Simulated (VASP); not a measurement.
# Al (Im-3m) in VASP: notebook

The runs below take Al through single point, with r2SCAN.

All numbers are computed with VASP 6.6.1; they aren't measurements. Logs are shortened: lines on timing, memory, paths and dates and some standing lists are left out, and cuts for length are marked.

**1. The cell of the first run**

The structure is cubic, space group Im-3m (No. 229). The conventional cell has a = 3.265 Å, b = 3.265 Å, c = 3.265 Å, α = 90.00°, β = 90.00°, γ = 90.00°. Al (site symmetry m-3m) has 14 Al at 2.83 to 3.27 Å within 3.7 Å.

This isn't the form of Al at room conditions, which is fcc.

**2. Single point, r2SCAN**

Input file POSCAR:

```
Al
1.0
   -1.6325677295      1.6325677295      1.6325677295
    1.6325677295     -1.6325677295      1.6325677295
    1.6325677295      1.6325677295     -1.6325677295
Al
1
Direct
    0.0000000000      0.0000000000      0.0000000000
```

Input file INCAR.step1:

```
PREC = Accurate ; ENCUT = 520
ISMEAR = 0 ; SIGMA = 0.1
LREAL = F ; LASPH = T
NELM = 100 ; NBANDS = 8
GGA = PE ; ALGO = Normal
EDIFF = 1E-4 ; LWAVE = T
LCHARG = F
```

Input file INCAR.step2:

```
PREC = Accurate ; ENCUT = 520
EDIFF = 1E-6 ; ISMEAR = 0
SIGMA = 0.1 ; LREAL = F
LASPH = T ; NELM = 100
ALGO = Normal ; ISIF = 2
LWAVE = F ; LCHARG = T
METAGGA = R2SCAN ; LMIXTAU = T
LELF = T ; LVHAR = T
NBANDS = 8 ; ISTART = 1
```

Input file KPOINTS:

```
Automatic mesh
0
Gamma
  13 13 13
```

Potentials or basis: VASP PAW PBE potentials, release 64 (Al).

The run is started by

```
$ cat potpaw_PBE.64/Al/POTCAR > POTCAR
$ cp INCAR.step1 INCAR
$ mpirun -np 1 vasp_std > vasp.out
$ cp INCAR.step2 INCAR
$ mpirun -np 1 vasp_std > vasp.out
```

OUTCAR:

```text
PREC = Accurate
   ENCUT = 520
   EDIFF = 1E-6
   ISMEAR = 0
   LREAL = F
   LASPH = T
   NELM = 100
   ISIF = 2
   METAGGA = R2SCAN
   ISTART = 1

 ion  position               nearest neighbor table
   1  0.000  0.000  0.000-

  LATTYP: Found a body centered cubic cell.
 ALAT       =     3.2651354590

  Lattice vectors:

 A1 = (  -1.6325677295,   1.6325677295,   1.6325677295)
 A2 = (   1.6325677295,  -1.6325677295,   1.6325677295)
 A3 = (   1.6325677295,   1.6325677295,  -1.6325677295)

Analysis of symmetry for initial positions (statically):
=====================================================================
 Subroutine PRICEL returns:
 Original cell was already a primitive cell.

 Routine SETGRP: Setting up the symmetry group for a
 body centered cubic supercell.

 Subroutine GETGRP returns: Found 48 space group operations
 (whereof 48 operations were pure point group operations)
 out of a pool of 48 trial point group operations.

The static configuration has the point symmetry O_h .

Analysis of symmetry for dynamics (positions and initial velocities):
=====================================================================
 Subroutine PRICEL returns:
 Original cell was already a primitive cell.

 Routine SETGRP: Setting up the symmetry group for a
 body centered cubic supercell.

 Subroutine GETGRP returns: Found 48 space group operations
 (whereof 48 operations were pure point group operations)
 out of a pool of 48 trial point group operations.

The dynamic configuration has the point symmetry O_h .

 Subroutine INISYM returns: Found 48 space group operations
 (whereof 48 operations are pure point group operations),
 and found     1 'primitive' translations

----------------------------------------------------------------------------------------

                                     Primitive cell

  volume of cell :      17.4050

  direct lattice vectors                    reciprocal lattice vectors
    -1.632567730  1.632567730  1.632567730     0.000000000  0.306266007  0.306266007
     1.632567730 -1.632567730  1.632567730     0.306266007  0.000000000  0.306266007
     1.632567730  1.632567730 -1.632567730     0.306266007  0.306266007  0.000000000

  length of vectors
     2.827690254  2.827690254  2.827690254     0.433125541  0.433125541  0.433125541

  position of ions in fractional coordinates (direct lattice)
[... 78 lines left out ...]
   LREAL  =      F    real-space projection
   EDIFFG = 0.1E-04   stopping-criterion for IOM
   NSW    =      0    number of steps for IOM
   IBRION =     -1    ionic relax: 0-MD 1-quasi-New 2-CG
   NFREE  =      0    steps in history (QN), initial steepest desc. (CG)
   ISIF   =      2    stress and relaxation
   ISYM   =      2    0-nonsym 1-usesym 2-fastsym
   POTIM  = 0.5000    time-step for ionic-motion
   TEBEG  =    0.0;   TEEND  =   0.0 temperature during run
   PSTRESS=    0.0 pullay stress
   NELECT =       3.0000    total number of electrons
   NUPDOWN=      -1.0000    fix difference up-down
   EMIN   =  10.00;   EMAX   =-10.00  energy-range for DOS
   EFERMI =   0.00;   METHOD = LEGACY
   ISMEAR =     0;   SIGMA  =   0.10  broadening in eV -4-tet -1-fermi 0-gaus
   EFERMI_NEDOS =   21; number of points for ismear=-14 and -15
   IALGO  =     38    algorithm
   IMIX   =      4    mixing-type and parameters
     AMIX     =   0.40;   BMIX     =  1.00
     AMIX_MAG =   1.60;   BMIX_MAG =  1.00
  volume/ion in A,a.u.               =      17.40       117.45
  Fermi-wavevector in a.u.,A,eV,Ry     =   0.911082  1.721695 11.293789  0.830070
  Thomas-Fermi vector in A             =   2.035319
   LORBIT       =      0    0 simple, 1 ext, 2 COOP (PROOUT), +10 PAW based schemes
   METAGGA = R2SCAN    functional components
   LHFCALC =     F    Hartree Fock is set to
   AEXX    =    0.0000 exact exchange contribution
   IVDW    =     0    specifies the selected vdW correction
   LEPSILON=     F    determine dielectric tensor
   LRPA    =     F    only Hartree local field effects (RPA)
 non-spin polarized calculation
 Gauss-broadening in eV      SIGMA  =   0.10
  energy-cutoff  :      520.00
  volume of cell :       17.40
 maximum number of plane-waves:       478
 NGX is ok and might be reduce to    24
   NGX = 11   NGY = 11   NGZ = 11

 number of electron       3.0000000 magnetization

 Free energy of the ion-electron system (eV)
  ---------------------------------------------------
  ext. energy  EPLUGINS =         0.00000000
  ---------------------------------------------------
  free energy    TOTEN  =        -6.60522480 eV

  energy without entropy =       -6.60396556  energy(sigma->0) =       -6.60459518

 E-fermi :   7.5020     XC(G=0): -10.7278

 val. band max:        7.3688639984   @ k =   0.3077   0.1538   0.0000
 cond. band min:       7.5309101654   @ k =  -0.3846   0.3846   0.1538
 fundamental gap:      0.1620461669
 Fermi energy:         7.5020457826

 k-point     1 :       0.0000    0.0000    0.0000
  band No.  band energies     occupation
      1      -4.0017      2.00000
      2      21.1947      0.00000
      3      21.1947      0.00000
      4      21.1948      0.00000
      5      22.5842      0.00000
      6      22.5842      0.00000
      7      22.5842      0.00000
      8      24.3346      0.00000
[... 243 lines left out ...]
 k-point    24 :       0.2308    0.0769    0.0769
  band No.  band energies     occupation
      1      -0.8779      2.00000
      2       9.9712      0.00000
      3      13.8925      0.00000
      4      14.4371      0.00000
      5      22.3498      0.00000
      6      22.8484      0.00000
      7      26.5303      0.00000
      8      26.8383      0.00000

 [... further k-points ...]

------------------------ aborting loop because EDIFF is reached ----------------------------------------

  FORCE on cell =-STRESS in cart. coord.  units (eV):
  Direction    XX          YY          ZZ          XY          YZ          ZX
  --------------------------------------------------------------------------------------
  -------------------------------------------------------------------------------------
  Total       -0.6108902     -0.6108902     -0.6108902     -0.0000000      0.0000000     -0.0000000
  in kB      -56.2341523    -56.2341523    -56.2341523     -0.0000000      0.0000000     -0.0000000
  external PRESSURE =     -56.2341523 kB  Pullay stress =       0.0000000 kB

 VOLUME and BASIS-vectors are now :
 -----------------------------------------------------------------------------
  energy-cutoff  :      520.00
  volume of cell :       17.40
      direct lattice vectors                 reciprocal lattice vectors
    -1.632567730  1.632567730  1.632567730     0.000000000  0.306266007  0.306266007
     1.632567730 -1.632567730  1.632567730     0.306266007  0.000000000  0.306266007
     1.632567730  1.632567730 -1.632567730     0.306266007  0.306266007  0.000000000

 POSITION                                       TOTAL-FORCE (eV/Angst)
 -----------------------------------------------------------------------------------
      0.00000      0.00000      0.00000        -0.000000     -0.000000      0.000000
 -----------------------------------------------------------------------------------
    total drift:                                0.000000      0.000000      0.000000

  FREE ENERGIE OF THE ION-ELECTRON SYSTEM (eV)
  ---------------------------------------------------
  free  energy   TOTEN  =        -6.6052247955 eV

  energy  without entropy=       -6.6039655603  energy(sigma->0) =       -6.60459518
```

It took 24 s on 1 thread of Intel Xeon Platinum 8559C (Emerald Rapids), shared host; peak memory 0.13 GiB.

Results:

```
Free energy            : -6.6052 eV
Pressure               : -5.6 GPa
Band gap on the k mesh : zero (an odd number of electrons rules out a gap without spin polarisation)
```

Levels at points of the mesh, in eV from the Fermi level:
| k point | band 1 | band 2 | band 3 | band 4 | band 5 |
| --- | --- | --- | --- | --- | --- |
| (0.00, 0.00, 0.00) | -11.50 | 13.69 | 13.69 | 13.69 | 15.08 |

Caveat: the cell stands under tension; the PAW data sets were made with another functional, which shifts forces and pressure a little.

**3. Single point, r2SCAN**

This run uses another cell than the first one, of 18.05 Å³/atom.

Input file POSCAR:

```
Al
1.0
   -1.6524790545      1.6524790545      1.6524790545
    1.6524790545     -1.6524790545      1.6524790545
    1.6524790545      1.6524790545     -1.6524790545
Al
1
Direct
    0.0000000000      0.0000000000      0.0000000000
```

Input file INCAR.step1:

```
SYSTEM = Al
PREC = Accurate ; ENCUT = 520
ISMEAR = 0 ; SIGMA = 0.1
LREAL = .False. ; LASPH = .True.
NELM = 60 ; NBANDS = 8
GGA = PE ; ALGO = Normal
EDIFF = 1E-4 ; LWAVE = .True.
LCHARG = .False.
```

Input file INCAR.step2:

```
SYSTEM = Al
PREC = Accurate ; ENCUT = 520
EDIFF = 1E-7 ; ISMEAR = 0
SIGMA = 0.1 ; LREAL = .False.
LASPH = .True. ; NELM = 60
ALGO = Normal ; ISIF = 2
LWAVE = .False. ; LCHARG = .False.
METAGGA = R2SCAN ; LMIXTAU = .True.
NBANDS = 8 ; ISTART = 1
```

Input file KPOINTS:

```
regular mesh
0
Gamma
  13 13 13
  0 0 0
```

Potentials or basis: VASP PAW PBE potentials, release 64 (Al).

The run is started by

```
$ cat potpaw_PBE.64/Al/POTCAR > POTCAR
$ cp INCAR.step1 INCAR
$ mpirun -np 1 vasp_std > vasp.out
$ cp INCAR.step2 INCAR
$ mpirun -np 1 vasp_std > vasp.out
```

Run time: 32 s. Hardware: 1 thread of Intel Xeon Platinum 8559C (Emerald Rapids), shared host; peak memory 0.13 GiB.

It converged, with:

| Property | Result |
| --- | --- |
| Free energy | -6.5784 eV |
| Pressure | -7.6 GPa |
| Band gap on the k mesh | zero (an odd number of electrons rules out a gap without spin polarisation) |

Levels at points of the mesh, in eV from the Fermi level:
| k point | band 1 | band 2 | band 3 | band 4 | band 5 | band 6 |
| --- | --- | --- | --- | --- | --- | --- |
| (0.00, 0.00, 0.00) | -11.26 | 13.48 | 13.48 | 13.48 | 14.55 | 14.55 |

Caveat: the cell stands under tension; the PAW data sets were made with another functional, which shifts forces and pressure a little.
